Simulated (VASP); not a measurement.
Input of a VASP 6.6.1 run:

The input INCAR:

```
SYSTEM = Cr
PREC = Accurate ; ENCUT = 520
EDIFF = 1E-6 ; ISMEAR = -1
SIGMA = 0.1 ; LREAL = .False.
LASPH = .True. ; NELM = 60
ALGO = Normal ; ISIF = 2
LWAVE = .False. ; LCHARG = .False.
GGA = B5 ; ALDAX = 1.0
AGGAX = 1.0 ; AGGAC = 1.0
ALDAC = 0.0 ; NBANDS = 19
```

File KPOINTS:

```
Automatic mesh
0
Gamma
  12 12 12
  0 0 0
```

The input POSCAR:

```
Cr
1.0
    0.0000000000      2.5175847566      2.5175847566
    2.5175847566      0.0000000000      2.5175847566
    2.5175847566      2.5175847566      0.0000000000
Cr
2
Direct
    0.1250000000      0.1250000000      0.1250000000
    0.8750000000      0.8750000000      0.8750000000
```

Potentials or basis: VASP PAW PBE potentials, release 64 (Cr_pv).

Run with:

```console
$ cat potpaw_PBE.64/Cr_pv/POTCAR > POTCAR
$ mpirun -np 1 vasp_std > vasp.out
```

**Question.** Estimate the band gap on the k mesh.

**Answer.** Zero (band 12 reaches 7.43 eV, above the bottom of band 13 at 6.95 eV).

**Question.** Estimate the pressure.

**Answer.** 9.4 GPa.

Caveat: the PAW data sets were made with another functional, which shifts forces and pressure a little; the run has no spin polarisation, though such a crystal can be magnetic. Spin polarisation is off, so any magnetic state and its effect on volume and gap are missing.
